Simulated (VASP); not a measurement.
The system is SnSe2.

```
Sn Se
1.0
     3.82515    0.00000    0.00000
    -1.91257    3.31268    0.00000
     0.00000    0.00000    6.17975
Sn Se
1 2
Direct
  0.00000 0.00000 0.00000
  0.33333 0.66667 0.25494
  0.66667 0.33333 0.74506
```

This cell differs from its parent crystal: uniaxial z strain -0.8%.

Base run:

```yaml
Program: VASP 6.6.1
Functional: PBE
Potentials_or_basis: VASP PAW PBE potentials, release 64 (Sn_d, Se)
Cutoff: 520 eV
k_mesh: 12 × 12 × 4
Occupations: fermi-dirac, width 0.02 eV
Spin: no spin polarisation
```

Its results: band gap on the k mesh 0.71 eV, indirect (least direct gap 1.07 eV); pressure 3.1 GPa; largest force 0.271 eV/Å.

Q: The run is repeated on the same cell with these changes: functional from PBE to r2SCAN; occupations from fermi-dirac, width 0.02 eV to gaussian, width 0.01 eV. What comes out?

A: Band gap on the k mesh 0.99 eV, indirect (least direct gap 1.49 eV); pressure 1.1 GPa; largest force 0.024 eV/Å.

Caveats: spin-orbit coupling is left out, which moves the levels of the heavy elements; this functional lacks dispersion, which binds the layers, so the pressure and a relaxed spacing across them are unreliable (some runs); the PAW data sets were made with another functional, which shifts forces and pressure a little (some runs).

A k mesh can miss the band edges.
